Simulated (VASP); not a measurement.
Runs of VASP 6.6.1 on Cu3N. It takes space group Pm-3m (No. 221, cubic). The conventional cell has a = 3.807 Å, b = 3.807 Å, c = 3.807 Å, α = 90.00°, β = 90.00°, γ = 90.00°. Cu (site symmetry 4/mmm) has 2 N at 1.90 Å within 2.5 Å. N (site symmetry m-3m) has 6 Cu at 1.90 Å within 2.5 Å. 

| level | gap on the mesh (eV) | pressure (GPa) |
| --- | --- | --- |
| BLYP | (b) | (a) |
| PBE | 0.19 | 2.8 |
| RPBE | 0.19 | 6.5 |
| PBEsol | 0.14 | -3.3 |

Alike in all rows: task single point; potentials or basis VASP PAW PBE potentials, release 64 (Cu, N); no spin polarisation; cell as given; k mesh 6 × 6 × 6; cutoff (eV) 600; smearing gaussian 0.01 eV.

Task: Estimate the missing entries.

Result: (a) 8.7; (b) 0.39.

Caveats: the PAW data sets were made with another functional, which shifts forces and pressure a little (at least some runs); the cell stands under pressure (at least some runs); the cell stands under tension (at least some runs).

A k mesh can miss the band edges.
